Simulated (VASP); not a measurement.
# Al2Ru (P4/nmm) in VASP: single point with r2SCAN

Aim: the single point of Al2Ru with r2SCAN.

Program: VASP 6.6.1. These are calculated values, not measurements. Logs are shortened: lines on timing, memory, paths and dates and some standing lists are left out, and cuts for length are marked.

## 1. The cell of the first run

Symmetry: P4/nmm, No. 129, tetragonal system. Conventional cell: a = 3.122 Å, b = 3.122 Å, c = 16.590 Å, α = 90.00°, β = 90.00°, γ = 90.00°. Al (site symmetry 4mm) has 5 Ru at 2.58 to 2.88 Å and 9 Al at 2.69 to 3.12 Å within 3.4 Å. Al (site symmetry 4mm) has 9 Al at 2.53 to 3.12 Å and 5 Ru at 2.58 Å within 3.3 Å. Within 3.4 Å of Al (site symmetry 4mm) lie 5 Ru at 2.58 to 2.88 Å and 9 Al at 2.69 to 3.12 Å. Al (site symmetry 4mm) has 5 Ru at 2.58 to 2.88 Å and 9 Al at 2.69 to 3.12 Å within 3.4 Å. Within 3.4 Å of Ru (site symmetry 4mm) lie 10 Al at 2.58 to 2.88 Å and 4 Ru at 3.12 Å. Ru (site symmetry 4mm) has 10 Al at 2.58 to 2.88 Å and 4 Ru at 3.12 Å within 3.4 Å.

## 2. Single point, r2SCAN (the distance across one plane changed)

The input, POSCAR:

```
Al2Ru
1.0
   -3.1218205081      0.0000000000      0.0000000000
    0.0000000000     -3.1218205081      0.0000000000
    0.0000000000      0.0000000000     16.5899668331
Al Ru
8 4
Direct
    0.0000000000      0.0000000000      0.2082458862
    0.5000000000      0.5000000000      0.9718083003
    0.0000000000      0.0000000000      0.7172874956
    0.5000000000      0.5000000000      0.4627666909
    0.5000000000      0.5000000000      0.3007957232
    1.0000000000      1.0000000000      0.0462749185
    0.5000000000      0.5000000000      0.8098373326
    1.0000000000      1.0000000000      0.5553165279
    0.0000000000      0.0000000000      0.3817812070
    0.5000000000      0.5000000000      0.1272604023
    0.0000000000      0.0000000000      0.8908228164
    0.5000000000      0.5000000000      0.6363020117
```

The input, INCAR.step1:

```
PREC = Accurate
ENCUT = 520
ISMEAR = 0
SIGMA = 0.15
LREAL = F
LASPH = T
NELM = 60
NBANDS = 52
GGA = PE
ALGO = Normal
EDIFF = 1E-4
LWAVE = T
LCHARG = F
```

The input, INCAR.step2:

```
PREC = Accurate
ENCUT = 520
EDIFF = 1E-6
ISMEAR = 0
SIGMA = 0.15
LREAL = F
LASPH = T
NELM = 60
ALGO = Normal
ISIF = 2
LWAVE = F
LCHARG = T
METAGGA = R2SCAN
LMIXTAU = T
LELF = T
LVHAR = T
NBANDS = 52
ISTART = 1
```

The input, KPOINTS:

```
regular mesh
0
Gamma
  15 15 3
```

Potentials or basis: VASP PAW PBE potentials, release 64 (Al, Ru_pv).

The run is started by

```sh
$ cat potpaw_PBE.64/Al/POTCAR potpaw_PBE.64/Ru_pv/POTCAR > POTCAR
$ cp INCAR.step1 INCAR
$ mpirun -np 1 vasp_std > vasp.out
$ cp INCAR.step2 INCAR
$ mpirun -np 1 vasp_std > vasp.out
```

OUTCAR:

```text
PREC = Accurate
   ENCUT = 520
   EDIFF = 1E-6
   ISMEAR = 0
   LREAL = F
   LASPH = T
   NELM = 60
   ISIF = 2
   METAGGA = R2SCAN
   ISTART = 1

 ion  position               nearest neighbor table
   1  0.000  0.000  0.208-  10 2.58  10 2.58  10 2.58  10 2.58   6 2.69   5 2.69   5 2.69   5 2.69
                             5 2.69   9 2.88
   2  0.500  0.500  0.972-   6 2.53   6 2.53   6 2.53   6 2.53  10 2.58  11 2.58  11 2.58  11 2.58
                            11 2.58   7 2.69
   3  0.000  0.000  0.717-  12 2.58  12 2.58  12 2.58  12 2.58   8 2.69   7 2.69   7 2.69   7 2.69
                             7 2.69  11 2.88
   4  0.500  0.500  0.463-   9 2.58   9 2.58   9 2.58   9 2.58   5 2.69   8 2.69   8 2.69   8 2.69
                             8 2.69  12 2.88
   5  0.500  0.500  0.301-   9 2.58   9 2.58   9 2.58   9 2.58   4 2.69   1 2.69   1 2.69   1 2.69
                             1 2.69  10 2.88
   6  0.000  0.000  0.046-   2 2.53   2 2.53   2 2.53   2 2.53  11 2.58  10 2.58  10 2.58  10 2.58
                            10 2.58   1 2.69
   7  0.500  0.500  0.810-  11 2.58  11 2.58  11 2.58  11 2.58   2 2.69   3 2.69   3 2.69   3 2.69
                             3 2.69  12 2.88
   8  0.000  0.000  0.555-  12 2.58  12 2.58  12 2.58  12 2.58   3 2.69   4 2.69   4 2.69   4 2.69
                             4 2.69   9 2.88
   9  0.000  0.000  0.382-   5 2.58   5 2.58   5 2.58   5 2.58   4 2.58   4 2.58   4 2.58   4 2.58
                             1 2.88   8 2.88
  10  0.500  0.500  0.127-   2 2.58   6 2.58   6 2.58   6 2.58   6 2.58   1 2.58   1 2.58   1 2.58
                             1 2.58   5 2.88
  11  0.000  0.000  0.891-   6 2.58   7 2.58   7 2.58   7 2.58   7 2.58   2 2.58   2 2.58   2 2.58
                             2 2.58   3 2.88
  12  0.500  0.500  0.636-   8 2.58   8 2.58   8 2.58   8 2.58   3 2.58   3 2.58   3 2.58   3 2.58
                             4 2.88   7 2.88

  LATTYP: Found a simple tetragonal cell.
 ALAT       =     3.1218205081
 C/A-ratio  =     5.3141962486

  Lattice vectors:

 A1 = (  -3.1218205081,   0.0000000000,   0.0000000000)
 A2 = (   0.0000000000,  -3.1218205081,   0.0000000000)
 A3 = (   0.0000000000,   0.0000000000,  16.5899668331)

Analysis of symmetry for initial positions (statically):
=====================================================================
 Subroutine PRICEL returns:
 Original cell was already a primitive cell.

 Routine SETGRP: Setting up the symmetry group for a
 simple tetragonal supercell.

 Subroutine GETGRP returns: Found 16 space group operations
 (whereof  8 operations were pure point group operations)
 out of a pool of 16 trial point group operations.

The static configuration has the point symmetry C_4v.
 The point group associated with its full space group is D_4h.

Analysis of symmetry for dynamics (positions and initial velocities):
=====================================================================
 Subroutine PRICEL returns:
 Original cell was already a primitive cell.

 Routine SETGRP: Setting up the symmetry group for a
 simple tetragonal supercell.

 Subroutine GETGRP returns: Found 16 space group operations
 (whereof  8 operations were pure point group operations)
 out of a pool of 16 trial point group operations.

The dynamic configuration has the point symmetry C_4v.
 The point group associated with its full space group is D_4h.

 Subroutine INISYM returns: Found 16 space group operations
 (whereof  8 operations are pure point group operations),
 and found     1 'primitive' translations

----------------------------------------------------------------------------------------

                                     Primitive cell

  volume of cell :     161.6819

  direct lattice vectors                    reciprocal lattice vectors
    -3.121820508  0.000000000  0.000000000    -0.320325912  0.000000000  0.000000000
     0.000000000 -3.121820508  0.000000000     0.000000000 -0.320325912  0.000000000
     0.000000000  0.000000000 16.589966833     0.000000000  0.000000000  0.060277396

  length of vectors
     3.121820508  3.121820508 16.589966833     0.320325912  0.320325912  0.060277396

  position of ions in fractional coordinates (direct lattice)
     0.000000000  0.000000000  0.208245886
     0.500000000  0.500000000  0.971808300
     0.000000000  0.000000000  0.717287496
     0.500000000  0.500000000  0.462766691
     0.500000000  0.500000000  0.300795723
     0.000000000  0.000000000  0.046274919
     0.500000000  0.500000000  0.809837333
     0.000000000  0.000000000  0.555316528
     0.000000000  0.000000000  0.381781207
     0.500000000  0.500000000  0.127260402
     0.000000000  0.000000000  0.890822816
     0.500000000  0.500000000  0.636302012

  ion indices of the primitive-cell ions
   primitive index   ion index
                 1           1
                 2           2
                 3           3
                 4           4
                 5           5
                 6           6
                 7           7
                 8           8
                 9           9
                10          10
                11          11
                12          12

----------------------------------------------------------------------------------------

 KPOINTS: regular mesh

Automatic generation of k-mesh.
 Grid dimensions read from file:
 generate k-points for:   15   15    3

 Generating k-lattice:

  Cartesian coordinates                     Fractional coordinates (reciprocal lattice)
    -0.021355061  0.000000000  0.000000000     0.066666667  0.000000000  0.000000000
     0.000000000 -0.021355061  0.000000000     0.000000000  0.066666667  0.000000000
     0.000000000  0.000000000  0.020092465     0.000000000  0.000000000  0.333333333

  Length of vectors
     0.021355061  0.021355061  0.020092465

  Shift w.r.t. Gamma in fractional coordinates (k-lattice)
     0.000000000  0.000000000  0.000000000

 Subroutine IBZKPT returns following result:
 ===========================================

 Found     72 irreducible k-points:

 Following reciprocal coordinates:
            Coordinates               Weight
  0.000000  0.000000  0.000000      1.000000
  0.066667  0.000000  0.000000      4.000000
  0.133333  0.000000  0.000000      4.000000
  0.200000  0.000000  0.000000      4.000000
  0.266667  0.000000  0.000000      4.000000
  0.333333  0.000000  0.000000      4.000000
[... 16 lines left out ...]
  0.266667  0.200000  0.000000      8.000000
  0.333333  0.200000  0.000000      8.000000
 [... further k-points ...]
   k-points           NKPTS =     72   k-points in BZ     NKDIM =     72   number of bands    NBANDS=     52
   number of dos      NEDOS =    301   number of ions     NIONS =     12
   total plane-waves  NPLWV =  72576
   dimension x,y,z NGX =    24 NGY =   24 NGZ =  126
   dimension x,y,z NGXF=    48 NGYF=   48 NGZF=  252
   ions per type =               8   4
   NGX,Y,Z   is equivalent  to a cutoff of  12.78, 12.78, 12.63 a.u.
   NGXF,Y,Z  is equivalent  to a cutoff of  25.56, 25.56, 25.25 a.u.
 SYSTEM =  unknown system
   PREC   = accura    normal or accurate (medium, high low for compatibility)
   ISTART =      1    job   : 0-new  1-cont  2-samecut
   ICHARG =      0    charge: 1-file 2-atom 10-const
   ISPIN  =      1    spin polarized calculation?
   LNONCOLLINEAR =      F non collinear calculations
   LSORBIT =      F    spin-orbit coupling
   LASPH  =      T    aspherical Exc in radial PAW
   ENCUT  =  520.0 eV  38.22 Ry    6.18 a.u.   5.80  5.80 30.85*2*pi/ulx,y,z
   NELM   =     60;   NELMIN=  2; NELMDL=  0     # of ELM steps
   EDIFF  = 0.1E-05   stopping-criterion for ELM
   LREAL  =      F    real-space projection
   EDIFFG = 0.1E-04   stopping-criterion for IOM
   NSW    =      0    number of steps for IOM
   IBRION =     -1    ionic relax: 0-MD 1-quasi-New 2-CG
   NFREE  =      0    steps in history (QN), initial steepest desc. (CG)
   ISIF   =      2    stress and relaxation
   ISYM   =      2    0-nonsym 1-usesym 2-fastsym
   POTIM  = 0.5000    time-step for ionic-motion
   TEBEG  =    0.0;   TEEND  =   0.0 temperature during run
   PSTRESS=    0.0 pullay stress
   NELECT =      80.0000    total number of electrons
   NUPDOWN=      -1.0000    fix difference up-down
   EMIN   =  10.00;   EMAX   =-10.00  energy-range for DOS
   EFERMI =   0.00;   METHOD = LEGACY
   ISMEAR =     0;   SIGMA  =   0.15  broadening in eV -4-tet -1-fermi 0-gaus
   EFERMI_NEDOS =   21; number of points for ismear=-14 and -15
   IALGO  =     38    algorithm
   IMIX   =      4    mixing-type and parameters
     AMIX     =   0.40;   BMIX     =  1.00
     AMIX_MAG =   1.60;   BMIX_MAG =  1.00
  volume/ion in A,a.u.               =      13.47        90.92
  Fermi-wavevector in a.u.,A,eV,Ry     =   1.294845  2.446902 22.811840  1.676623
  Thomas-Fermi vector in A             =   2.426402
   LORBIT       =      0    0 simple, 1 ext, 2 COOP (PROOUT), +10 PAW based schemes
   METAGGA = R2SCAN    functional components
   LHFCALC =     F    Hartree Fock is set to
   AEXX    =    0.0000 exact exchange contribution
   IVDW    =     0    specifies the selected vdW correction
   LEPSILON=     F    determine dielectric tensor
   LRPA    =     F    only Hartree local field effects (RPA)
 non-spin polarized calculation
 Gauss-broadening in eV      SIGMA  =   0.15
  energy-cutoff  :      520.00
  volume of cell :      161.68
 maximum number of plane-waves:      4397
 NGX is ok and might be reduce to    24
   NGX = 11   NGY = 11   NGZ = 61

 number of electron      79.9999992 magnetization

 Free energy of the ion-electron system (eV)
  ---------------------------------------------------
  ext. energy  EPLUGINS =         0.00000000
  ---------------------------------------------------
  free energy    TOTEN  =      -164.39323717 eV

  energy without entropy =     -164.38663426  energy(sigma->0) =     -164.38993572

 E-fermi :  10.8002     XC(G=0): -12.9492

 val. band max:       10.7534751820   @ k =   0.2667   0.2000   0.0000
 cond. band min:      10.8249399809   @ k =   0.2667   0.2667   0.0000
 fundamental gap:      0.0714647989
 Fermi energy:        10.8002407776

 k-point     1 :       0.0000    0.0000    0.0000
  band No.  band energies     occupation
      1     -33.3148      2.00000
      2     -33.3148      2.00000
      3     -33.3146      2.00000
      4     -33.3146      2.00000
      5     -33.2547      2.00000
      6     -33.2512      2.00000
[... 44 lines left out ...]
     51      16.0633      0.00000
     52      16.2988      0.00000

 k-point     2 :       0.0667    0.0000    0.0000
  band No.  band energies     occupation
      1     -33.3212      2.00000
      2     -33.3210      2.00000
      3     -33.3142      2.00000
      4     -33.3140      2.00000
      5     -33.2539      2.00000
      6     -33.2505      2.00000
[... 44 lines left out ...]
     51      16.3908      0.00000
     52      16.7156      0.00000
[... 1153 lines left out ...]
     51      16.1546      0.00000
     52      16.3508      0.00000

 k-point    24 :       0.3333    0.2000    0.0000
  band No.  band energies     occupation
      1     -33.4191      2.00000
      2     -33.4191      2.00000
      3     -33.3545      2.00000
      4     -33.3545      2.00000
      5     -33.3272      2.00000
      6     -33.3272      2.00000
[... 44 lines left out ...]
     51      15.3923      0.00000
     52      15.5310      0.00000

 [... further k-points ...]

------------------------ aborting loop because EDIFF is reached ----------------------------------------

  FORCE on cell =-STRESS in cart. coord.  units (eV):
  Direction    XX          YY          ZZ          XY          YZ          ZX
  --------------------------------------------------------------------------------------
  -------------------------------------------------------------------------------------
  Total        2.7623565      2.7623565      5.9297936      0.0000000      0.0000000      0.0000000
  in kB       27.3734124     27.3734124     58.7609463      0.0000000      0.0000000      0.0000000
  external PRESSURE =      37.8359237 kB  Pullay stress =       0.0000000 kB

 VOLUME and BASIS-vectors are now :
 -----------------------------------------------------------------------------
  energy-cutoff  :      520.00
  volume of cell :      161.68
      direct lattice vectors                 reciprocal lattice vectors
    -3.121820508  0.000000000  0.000000000    -0.320325912  0.000000000  0.000000000
     0.000000000 -3.121820508  0.000000000     0.000000000 -0.320325912  0.000000000
     0.000000000  0.000000000 16.589966833     0.000000000  0.000000000  0.060277396

 POSITION                                       TOTAL-FORCE (eV/Angst)
 -----------------------------------------------------------------------------------
      0.00000      0.00000      3.45479        -0.000000     -0.000000      0.161163
     -1.56091     -1.56091     16.12227        -0.000000      0.000000     -1.574427
      0.00000      0.00000     11.89978        -0.000000      0.000000     -0.062461
     -1.56091     -1.56091      7.67728        -0.000000      0.000000     -0.004903
     -1.56091     -1.56091      4.99019        -0.000000     -0.000000      0.062461
      0.00000      0.00000      0.76770        -0.000000     -0.000000      1.574427
     -1.56091     -1.56091     13.43517        -0.000000      0.000000     -0.161163
      0.00000      0.00000      9.21268        -0.000000      0.000000      0.004903
      0.00000      0.00000      6.33374        -0.000000      0.000000      0.037776
     -1.56091     -1.56091      2.11125         0.000000     -0.000000      0.578599
      0.00000      0.00000     14.77872        -0.000000      0.000000     -0.578599
     -1.56091     -1.56091     10.55623         0.000000     -0.000000     -0.037776
 -----------------------------------------------------------------------------------
    total drift:                               -0.000000     -0.000000     -0.001527

  FREE ENERGIE OF THE ION-ELECTRON SYSTEM (eV)
  ---------------------------------------------------
  free  energy   TOTEN  =      -164.3932371749 eV

  energy  without entropy=     -164.3866342643  energy(sigma->0) =     -164.38993572
```

Run time: 60 min. Hardware: 1 thread of Oxide Virtual Turin-like, shared host; peak memory 0.54 GiB.

Results:

```
Free energy            : -164.3932 eV
Pressure               : 3.8 GPa
Largest force          : 1.574 eV/Å
Band gap on the k mesh : zero (filled and empty bands touch)
```

Forces in eV/Å, atoms in the order of the input:
```
Al   0.000  0.000  0.161
Al   0.000  0.000 -1.574
Al   0.000  0.000 -0.062
Al   0.000  0.000 -0.005
Al   0.000  0.000  0.062
Al   0.000  0.000  1.574
Al   0.000  0.000 -0.161
Al   0.000  0.000  0.005
Ru   0.000  0.000  0.038
Ru   0.000  0.000  0.579
Ru   0.000  0.000 -0.579
Ru   0.000  0.000 -0.038
```

Stress tensor (GPa, compression positive):
```
2.74 0.00 0.00
0.00 2.74 0.00
0.00 0.00 5.88
```

Levels at points of the mesh, in eV from the Fermi level:
```
           k point  band 37  band 38  band 39  band 40  band 41  band 42  band 43  band 44
(0.00, 0.00, 0.00)    -1.21    -1.18    -1.10    -1.09     2.71     3.15     3.15     4.17
```

Caveat: the cell differs from its parent crystal (the distance across one plane changed); the cell stands under pressure; the PAW data sets were made with another functional, which shifts forces and pressure a little.
